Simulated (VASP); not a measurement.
# NaHf3NbBi3 (P-6m2) in VASP: further runs

NaHf3NbBi3 is run at these levels: PBE; tasks: single point, relaxation of cell and atoms.

Program: VASP 6.6.1. These are calculated values, not measurements. Logs are shortened: lines on timing, memory, paths and dates and some standing lists are left out, and cuts for length are marked.

## 1. The cell of the first run

The structure is hexagonal, space group P-6m2 (No. 187). Conventional cell: a = 7.036 Å, b = 7.036 Å, c = 7.864 Å, α = 90.00°, β = 90.00°, γ = 120.00°. Na (site symmetry -6m2) has 2 Nb at 3.93 Å and 9 Bi at 4.06 to 4.33 Å and 6 Hf at 4.59 Å within 5.2 Å. Hf (site symmetry mm2) has 1 Nb at 2.37 Å and 2 Hf at 2.92 Å and 2 Bi at 2.96 Å within 3.1 Å. Nb (site symmetry -6m2) has 3 Hf at 2.37 Å within 3.1 Å. Bi (site symmetry 3m) has 3 Hf at 2.96 Å and 1 Bi at 3.00 Å within 3.9 Å. Within 5.3 Å of Bi (site symmetry -6m2) lie 3 Na at 4.06 Å and 6 Bi at 4.33 Å and 12 Hf at 5.29 Å.

The cell was built from a structure type or drawn by symmetry, and may not be a known phase.

## 2. Single point, PBE

Input file INCAR:

```
SYSTEM = NaHf3NbBi3
ALGO = Normal
EDIFF = 1E-6
ENCUT = 500
GGA = PE
GGA_COMPAT = .FALSE.
ISIF = 2
ISMEAR = 0
LASPH = .TRUE.
LCHARG = .FALSE.
LREAL = .FALSE.
LWAVE = .FALSE.
NBANDS = 58
NELM = 120
PREC = Accurate
SIGMA = 0.2
```

Input file KPOINTS:

```
k-points
0
G
  3 3 3
  0 0 0
```

Input file POSCAR:

```
NaHf3NbBi3
1.0
    7.0363087446      0.0000000000      0.0000000000
   -3.5181543723      6.0936221217      0.0000000000
    0.0000000000      0.0000000000      7.8642417095
Na Hf Nb Bi
1 3 1 3
Direct
    0.3333333333      0.6666666667      0.0000000000
    0.5281088958      0.4718911042      0.5000000000
    0.5281088958      0.0562177915      0.5000000000
    0.9437822085      0.4718911042      0.5000000000
    0.3333333333      0.6666666667      0.5000000000
    0.6666666667      0.3333333333      0.1907999817
    0.6666666667      0.3333333333      0.8092000183
    0.0000000000      0.0000000000      0.0000000000
```

Potentials or basis: VASP PAW PBE potentials, release 64 (Na_pv, Hf_pv, Nb_sv, Bi_d).

The run is started by

```bash
$ cat potpaw_PBE.64/Na_pv/POTCAR potpaw_PBE.64/Hf_pv/POTCAR potpaw_PBE.64/Nb_sv/POTCAR potpaw_PBE.64/Bi_d/POTCAR > POTCAR
$ mpirun -np 1 vasp_std > vasp.out
```

OUTCAR:

```text
SYSTEM = NaHf3NbBi3
   EDIFF = 1E-6
   ENCUT = 500
   GGA = PE
   ISIF = 2
   ISMEAR = 0
   LASPH = .TRUE.
   LREAL = .FALSE.
   NELM = 120
   PREC = Accurate

 ion  position               nearest neighbor table
   1  0.333  0.667  0.000-
   2  0.528  0.472  0.500-   5 2.37   4 2.92   3 2.92   6 2.96   7 2.96
   3  0.528  0.056  0.500-   5 2.37   4 2.92   2 2.92   6 2.96   7 2.96
   4  0.944  0.472  0.500-   5 2.37   2 2.92   3 2.92   6 2.96   7 2.96
   5  0.333  0.667  0.500-   4 2.37   3 2.37   2 2.37
   6  0.667  0.333  0.191-   4 2.96   2 2.96   3 2.96   7 3.00
   7  0.667  0.333  0.809-   4 2.96   2 2.96   3 2.96   6 3.00
   8  0.000  0.000  0.000-

  LATTYP: Found a hexagonal cell.
 ALAT       =     7.0363087446
 C/A-ratio  =     1.1176658096

  Lattice vectors:

 A1 = (   7.0363087446,   0.0000000000,   0.0000000000)
 A2 = (  -3.5181543723,   6.0936221217,   0.0000000000)
 A3 = (   0.0000000000,   0.0000000000,   7.8642417095)

Analysis of symmetry for initial positions (statically):
=====================================================================
 Subroutine PRICEL returns:
 Original cell was already a primitive cell.

 Routine SETGRP: Setting up the symmetry group for a
 hexagonal supercell.

 Subroutine GETGRP returns: Found 12 space group operations
 (whereof 12 operations were pure point group operations)
 out of a pool of 24 trial point group operations.

The static configuration has the point symmetry D_3h.

Analysis of symmetry for dynamics (positions and initial velocities):
=====================================================================
 Subroutine PRICEL returns:
 Original cell was already a primitive cell.

 Routine SETGRP: Setting up the symmetry group for a
 hexagonal supercell.

 Subroutine GETGRP returns: Found 12 space group operations
 (whereof 12 operations were pure point group operations)
 out of a pool of 24 trial point group operations.

The dynamic configuration has the point symmetry D_3h.

 Subroutine INISYM returns: Found 12 space group operations
 (whereof 12 operations are pure point group operations),
 and found     1 'primitive' translations

----------------------------------------------------------------------------------------

                                     Primitive cell

  volume of cell :     337.1920

  direct lattice vectors                    reciprocal lattice vectors
     7.036308745  0.000000000  0.000000000     0.142119972  0.082053004  0.000000000
    -3.518154372  6.093622122  0.000000000     0.000000000  0.164106008  0.000000000
     0.000000000  0.000000000  7.864241709     0.000000000  0.000000000  0.127157841

  length of vectors
     7.036308745  7.036308745  7.864241709     0.164106008  0.164106008  0.127157841

  position of ions in fractional coordinates (direct lattice)
     0.333333333  0.666666667  0.000000000
     0.528108896  0.471891104  0.500000000
     0.528108896  0.056217792  0.500000000
     0.943782208  0.471891104  0.500000000
     0.333333333  0.666666667  0.500000000
     0.666666667  0.333333333  0.190799982
     0.666666667  0.333333333  0.809200018
     0.000000000  0.000000000  0.000000000

  ion indices of the primitive-cell ions
   primitive index   ion index
                 1           1
                 2           2
                 3           3
                 4           4
                 5           5
                 6           6
                 7           7
                 8           8

----------------------------------------------------------------------------------------

 KPOINTS: k-points

Automatic generation of k-mesh.
 Grid dimensions read from file:
 generate k-points for:    3    3    3

 Generating k-lattice:

  Cartesian coordinates                     Fractional coordinates (reciprocal lattice)
     0.047373324  0.027351001  0.000000000     0.333333333  0.000000000  0.000000000
     0.000000000  0.054702003  0.000000000     0.000000000  0.333333333  0.000000000
     0.000000000  0.000000000  0.042385947     0.000000000  0.000000000  0.333333333

  Length of vectors
     0.054702003  0.054702003  0.042385947

  Shift w.r.t. Gamma in fractional coordinates (k-lattice)
     0.000000000  0.000000000  0.000000000

 Subroutine IBZKPT returns following result:
 ===========================================

 Found      6 irreducible k-points:

 Following reciprocal coordinates:
            Coordinates               Weight
  0.000000  0.000000  0.000000      1.000000
  0.333333  0.000000  0.000000      6.000000
  0.333333  0.333333  0.000000      2.000000
  0.000000  0.000000  0.333333      2.000000
  0.333333  0.000000  0.333333     12.000000
  0.333333  0.333333  0.333333      4.000000
   k-points           NKPTS =      6   k-points in BZ     NKDIM =      6   number of bands    NBANDS=     58
   number of dos      NEDOS =    301   number of ions     NIONS =      8
   total plane-waves  NPLWV = 174960
   dimension x,y,z NGX =    54 NGY =   54 NGZ =   60
   dimension x,y,z NGXF=   108 NGYF=  108 NGZF=  120
   ions per type =               1   3   1   3
   NGX,Y,Z   is equivalent  to a cutoff of  12.76, 12.76, 12.68 a.u.
   NGXF,Y,Z  is equivalent  to a cutoff of  25.52, 25.52, 25.37 a.u.
 SYSTEM =  NaHf3NbBi3
   PREC   = accura    normal or accurate (medium, high low for compatibility)
   ISTART =      0    job   : 0-new  1-cont  2-samecut
   ICHARG =      2    charge: 1-file 2-atom 10-const
   ISPIN  =      1    spin polarized calculation?
   LNONCOLLINEAR =      F non collinear calculations
   LSORBIT =      F    spin-orbit coupling
   LASPH  =      T    aspherical Exc in radial PAW
   ENCUT  =  500.0 eV  36.75 Ry    6.06 a.u.  12.83 12.83 14.34*2*pi/ulx,y,z
   NELM   =    120;   NELMIN=  2; NELMDL= -5     # of ELM steps
   EDIFF  = 0.1E-05   stopping-criterion for ELM
   LREAL  =      F    real-space projection
   EDIFFG = 0.1E-04   stopping-criterion for IOM
   NSW    =      0    number of steps for IOM
   IBRION =     -1    ionic relax: 0-MD 1-quasi-New 2-CG
   NFREE  =      0    steps in history (QN), initial steepest desc. (CG)
   ISIF   =      2    stress and relaxation
   ISYM   =      2    0-nonsym 1-usesym 2-fastsym
   POTIM  = 0.5000    time-step for ionic-motion
   TEBEG  =    0.0;   TEEND  =   0.0 temperature during run
   PSTRESS=    0.0 pullay stress
   NELECT =      95.0000    total number of electrons
   NUPDOWN=      -1.0000    fix difference up-down
   EMIN   =  10.00;   EMAX   =-10.00  energy-range for DOS
   EFERMI =   0.00;   METHOD = LEGACY
   ISMEAR =     0;   SIGMA  =   0.20  broadening in eV -4-tet -1-fermi 0-gaus
   EFERMI_NEDOS =   21; number of points for ismear=-14 and -15
   IALGO  =     38    algorithm
   IMIX   =      4    mixing-type and parameters
     AMIX     =   0.40;   BMIX     =  1.00
     AMIX_MAG =   1.60;   BMIX_MAG =  1.00
  volume/ion in A,a.u.               =      42.15       284.44
  Fermi-wavevector in a.u.,A,eV,Ry     =   1.073224  2.028099 15.671316  1.151809
  Thomas-Fermi vector in A             =   2.209017
   LORBIT       =      0    0 simple, 1 ext, 2 COOP (PROOUT), +10 PAW based schemes
   GGA     = PE    functional components
   LHFCALC =     F    Hartree Fock is set to
   AEXX    =    0.0000 exact exchange contribution
   IVDW    =     0    specifies the selected vdW correction
   LEPSILON=     F    determine dielectric tensor
   LRPA    =     F    only Hartree local field effects (RPA)
 non-spin polarized calculation
 Gauss-broadening in eV      SIGMA  =   0.20
  energy-cutoff  :      500.00
  volume of cell :      337.19
 maximum number of plane-waves:      8577
 NGX is ok and might be reduce to    54
   NGX = 25   NGY = 25   NGZ = 29

 number of electron      95.0000019 magnetization

 Free energy of the ion-electron system (eV)
  ---------------------------------------------------
  ext. energy  EPLUGINS =         0.00000000
  ---------------------------------------------------
  free energy    TOTEN  =       -41.37669754 eV

  energy without entropy =      -41.12153497  energy(sigma->0) =      -41.24911626

 E-fermi :   2.1858     XC(G=0):  -7.9395

 val. band max:        2.1483560706   @ k =   0.3333   0.3333   0.0000
 cond. band min:       2.2297057195   @ k =   0.0000   0.0000   0.3333
 fundamental gap:      0.0813496489
 Fermi energy:         2.1858041592

 k-point     1 :       0.0000    0.0000    0.0000
  band No.  band energies     occupation
      1     -51.5884      2.00000
      2     -29.5781      2.00000
      3     -29.5781      2.00000
      4     -29.0411      2.00000
      5     -28.8528      2.00000
      6     -28.8528      2.00000
[... 50 lines left out ...]
     57       4.3988      0.00000
     58       4.8400      0.00000

 k-point     2 :       0.3333    0.0000    0.0000
  band No.  band energies     occupation
      1     -51.5883      2.00000
      2     -29.7606      2.00000
      3     -29.5476      2.00000
      4     -28.9691      2.00000
      5     -28.8980      2.00000
      6     -28.7990      2.00000
[... 50 lines left out ...]
     57       4.3424      0.00000
     58       4.3615      0.00000

 k-point     3 :       0.3333    0.3333    0.0000
  band No.  band energies     occupation
      1     -51.5883      2.00000
      2     -29.8288      2.00000
      3     -29.5187      2.00000
      4     -28.9568      2.00000
      5     -28.9426      2.00000
      6     -28.7726      2.00000
[... 50 lines left out ...]
     57       4.3449      0.00000
     58       4.4347      0.00000

 k-point     4 :       0.0000    0.0000    0.3333
  band No.  band energies     occupation
      1     -51.5884      2.00000
      2     -29.5781      2.00000
      3     -29.5781      2.00000
      4     -29.0410      2.00000
      5     -28.8528      2.00000
      6     -28.8528      2.00000
[... 50 lines left out ...]
     57       4.1814      0.00000
     58       4.8089      0.00000

 k-point     5 :       0.3333    0.0000    0.3333
  band No.  band energies     occupation
      1     -51.5883      2.00000
      2     -29.7606      2.00000
      3     -29.5476      2.00000
      4     -28.9691      2.00000
      5     -28.8980      2.00000
      6     -28.7991      2.00000
[... 50 lines left out ...]
     57       4.4343      0.00000
     58       4.8270      0.00000

 k-point     6 :       0.3333    0.3333    0.3333
  band No.  band energies     occupation
      1     -51.5883      2.00000
      2     -29.8288      2.00000
      3     -29.5187      2.00000
      4     -28.9568      2.00000
      5     -28.9426      2.00000
      6     -28.7727      2.00000
[... 50 lines left out ...]
     57       4.1760      0.00000
     58       4.5123      0.00000

------------------------ aborting loop because EDIFF is reached ----------------------------------------

  FORCE on cell =-STRESS in cart. coord.  units (eV):
  Direction    XX          YY          ZZ          XY          YZ          ZX
  --------------------------------------------------------------------------------------
  -------------------------------------------------------------------------------------
  Total        0.2422126      0.2422126      0.5243169      0.0000000     -0.0000000      0.0000000
  in kB        1.1508799      1.1508799      2.4913066      0.0000000     -0.0000000      0.0000000
  external PRESSURE =       1.5976888 kB  Pullay stress =       0.0000000 kB

 VOLUME and BASIS-vectors are now :
 -----------------------------------------------------------------------------
  energy-cutoff  :      500.00
  volume of cell :      337.19
      direct lattice vectors                 reciprocal lattice vectors
     7.036308745  0.000000000  0.000000000     0.142119972  0.082053004  0.000000000
    -3.518154372  6.093622122  0.000000000     0.000000000  0.164106008  0.000000000
     0.000000000  0.000000000  7.864241709     0.000000000  0.000000000  0.127157841

 POSITION                                       TOTAL-FORCE (eV/Angst)
 -----------------------------------------------------------------------------------
     -0.00000      4.06241      0.00000         0.000000      0.000000      0.000000
      2.05575      2.87553      3.93212        -0.043989      0.025397      0.000000
      3.51815      0.34257      3.93212        -0.000000     -0.050794      0.000000
      4.98056      2.87553      3.93212         0.043989      0.025397      0.000000
     -0.00000      4.06241      3.93212         0.000000      0.000000      0.000000
      3.51815      2.03121      1.50050         0.000000      0.000000      0.039442
      3.51815      2.03121      6.36374         0.000000      0.000000     -0.039442
      0.00000      0.00000      0.00000         0.000000      0.000000      0.000000
 -----------------------------------------------------------------------------------
    total drift:                               -0.000000      0.000000     -0.000000

  FREE ENERGIE OF THE ION-ELECTRON SYSTEM (eV)
  ---------------------------------------------------
  free  energy   TOTEN  =       -41.3766975442 eV

  energy  without entropy=      -41.1215349719  energy(sigma->0) =      -41.24911626
```

It took 5.9 min on 1 thread of AMD EPYC 7R13, shared host; peak memory 0.45 GiB.

What came out:

```
Free energy            : -41.3767 eV
Pressure               : 0.2 GPa
Largest force          : 0.051 eV/Å
Band gap on the k mesh : zero (an odd number of electrons rules out a gap without spin polarisation)
```

Forces on the atoms (eV/Å):
```
Na   0.000  0.000  0.000
Hf  -0.044  0.025  0.000
Hf   0.000 -0.051  0.000
Hf   0.044  0.025  0.000
Nb   0.000  0.000  0.000
Bi   0.000  0.000  0.039
Bi   0.000  0.000 -0.039
Bi   0.000  0.000  0.000
```

Levels at points of the mesh, in eV from the Fermi level:
| k point | band 43 | band 44 | band 45 | band 46 | band 47 | band 48 | band 49 | band 50 | band 51 | band 52 |
| --- | --- | --- | --- | --- | --- | --- | --- | --- | --- | --- |
| (0.00, 0.00, 0.00) | -1.31 | -1.25 | -0.53 | -0.53 | -0.40 | -0.40 | -0.20 | -0.07 | 0.55 | 0.55 |

Caveat: spin-orbit coupling is left out, which moves the levels of the heavy elements.

[end of part 1 of 2]
